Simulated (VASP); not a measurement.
## Tl: single point with PBE

The system is Tl.

```
Tl
1.0
    -1.84674    1.84674    1.84674
     1.84674   -1.84674    1.84674
     1.84674    1.84674   -1.84674
Tl
1
Direct
  0.00000 0.00000 0.00000
```

This cell differs from its parent crystal: volume scaled by 0.8.

```json
{"Program": "VASP 6.6.1", "Task": "single point", "Functional": "PBE", "Potentials or basis": "VASP PAW PBE potentials, release 64 (Tl_d)", "Cutoff": "520 eV", "k mesh": "15 × 15 × 15", "Occupations": "fermi-dirac, width 0.08 eV", "Spin": "no spin polarisation", "Dipole correction": "no", "Further INCAR settings": "ALGO = Normal; EDIFF = 1e-06; NBANDS = 12"}
```

```
Pressure : 10.5 GPa
```

Levels at points of the mesh, in eV from the Fermi level:
```csv
k point,band 2,band 3,band 4,band 5,band 6,band 7,band 8,band 9,band 10,band 11
"(0.00, 0.00, 0.00)",-12.01,-12.01,-11.43,-11.43,-11.07,12.20,12.20,12.20,12.51,12.51
```

It took 12 s on 1 thread of Intel(R) Xeon(R) Platinum 8488C (Sapphire Rapids), on a shared host, peak memory 0.16 GiB.

Caveat: spin-orbit coupling is left out, which moves the levels of the heavy elements.
